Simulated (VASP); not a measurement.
A run of VASP 6.6.1:

File POSCAR:

```
CoSi2
1.0
    0.0000000000      2.6576631442      2.6576631442
    2.6576631442      0.0000000000      2.6576631442
    2.6576631442      2.6576631442      0.0000000000
Co Si
1 2
Direct
    0.0000000000      0.0000000000      0.0000000000
    0.2500000000      0.2500000000      0.2500000000
    0.7500000000      0.7500000000      0.7500000000
```

File INCAR.step1:

```
ALGO     = Normal         # electronic algorithm
EDIFF    = 1E-4           # SCF threshold, eV
ENCUT    = 520            # plane-wave cutoff, eV
GGA      = PE             # functional
ISMEAR   = -1             # smearing method
ISPIN    = 2              # spin polarisation
LASPH    = True           # aspherical terms in the spheres
LCHARG   = False          # write CHGCAR
LMAXMIX  = 4              # l up to which the mixer works
LREAL    = False          # projectors in reciprocal space
LWAVE    = True           # write WAVECAR
MAGMOM   = 2.5 0 0        # initial moments
NBANDS   = 20             # bands
NELM     = 150            # most SCF steps
PREC     = Accurate       # precision mode
SIGMA    = 0.1            # smearing width, eV
```

INCAR.step2

```
ALGO     = Normal         # electronic algorithm
EDIFF    = 1E-6           # SCF threshold, eV
ENCUT    = 520            # plane-wave cutoff, eV
ISIF     = 2              # what is computed and relaxed
ISMEAR   = -1             # smearing method
ISPIN    = 2              # spin polarisation
ISTART   = 1            
LASPH    = True           # aspherical terms in the spheres
LCHARG   = True           # write CHGCAR
LELF     = True           # ELF
LMAXMIX  = 4              # l up to which the mixer works
LMIXTAU  = True         
LORBIT   = 11             # projections on sites
LREAL    = False          # projectors in reciprocal space
LVHAR    = True         
LWAVE    = False          # write WAVECAR
MAGMOM   = 2.5 0 0        # initial moments
METAGGA  = R2SCAN         # meta-GGA
NBANDS   = 20             # bands
NELM     = 150            # most SCF steps
PREC     = Accurate       # precision mode
SIGMA    = 0.1            # smearing width, eV
```

KPOINTS

```
k-points
0
Gamma
  11 11 11
```

Potentials or basis: VASP PAW PBE potentials, release 64 (Co, Si).

Run with:

```console
$ cat potpaw_PBE.64/Co/POTCAR potpaw_PBE.64/Si/POTCAR > POTCAR
$ cp INCAR.step1 INCAR
$ mpirun -np 1 vasp_std > vasp.out
$ cp INCAR.step2 INCAR
$ mpirun -np 1 vasp_std > vasp.out
```

Hardware: 1 thread of Intel Xeon 8259CL, with other jobs on the host.

Q: Estimate the wall time of this run.

A: It took 7.4 min on 1 thread of Intel Xeon 8259CL (shared host), peak memory 0.23 GiB. Counts: k points 56.
